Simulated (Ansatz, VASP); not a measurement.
**InSb in VASP and in Ansatz**

File INCAR:

```
SYSTEM = InSb
PREC = Accurate ; ENCUT = 520
EDIFF = 1E-7 ; ISMEAR = -1
SIGMA = 0.08 ; LREAL = .False.
LASPH = .True. ; NELM = 60
ALGO = Normal ; ISIF = 2
LWAVE = .False. ; LCHARG = .True.
GGA = PE ; LELF = .True.
LVHAR = .True. ; NBANDS = 16
```

Contents of KPOINTS:

```
Automatic mesh
0
Gamma
  11 11 11
  0 0 0
```

Contents of POSCAR:

```
InSb
1.0
    3.7285684006      0.0000000000      0.0000000000
    0.0000000000      3.7285684006      0.0000000000
    0.0000000000      0.0000000000      3.7285684006
In Sb
1 1
Direct
    0.0000000000      0.0000000000      0.0000000000
    0.5000000000      0.5000000000      0.5000000000
```

Input for Ansatz:

```yaml
crystal:
  lattice:
    - [3.7285684006, 0.0, 0.0]
    - [0.0, 3.7285684006, 0.0]
    - [0.0, 0.0, 3.7285684006]
  atoms:
    - { symbol: In, position: [0.0, 0.0, 0.0] }
    - { symbol: Sb, position: [0.5, 0.5, 0.5] }
kpoints:
  mp_grid: { grid: [11, 11, 11] }
scf:
  occupations: { method: fermi_dirac, width: 0.08 }
hamiltonian:
  xc: pbe
  pseudopotentials: { kind: paw }
output:
  forces: true
  stress: true
  eigenvalues: true
  populations: true
```

Change from the starting cell: volume scaled by 0.94, PAW files.

Alike in both runs: task single point; functional PBE; k mesh 11 × 11 × 11; occupations fermi-dirac, width 0.08 eV; no spin polarisation.

|  | VASP | Ansatz |
| --- | --- | --- |
| version | VASP 6.6.1 | Ansatz 0.2.0 |
| potentials or method | VASP PAW PBE potentials, release 64 (In_d, Sb) | PAW with Ansatz's default frozen-core files, scalar-relativistic |
| plane-wave cutoff (eV) | 520 | 420 |
| valence electrons in the cell | 18 | 28 |

|  | VASP | Ansatz | Ansatz less VASP |
| --- | --- | --- | --- |
| pressure (GPa) | 3.2 | 3.2 | +0.06 |

With one functional, cell and mesh, what is left measures potentials, basis and numerics. VASP's potentials hold 18 valence electrons a cell and Ansatz's 28, so a difference there can come from the potentials and not from the codes.

Spin-orbit coupling is off throughout.
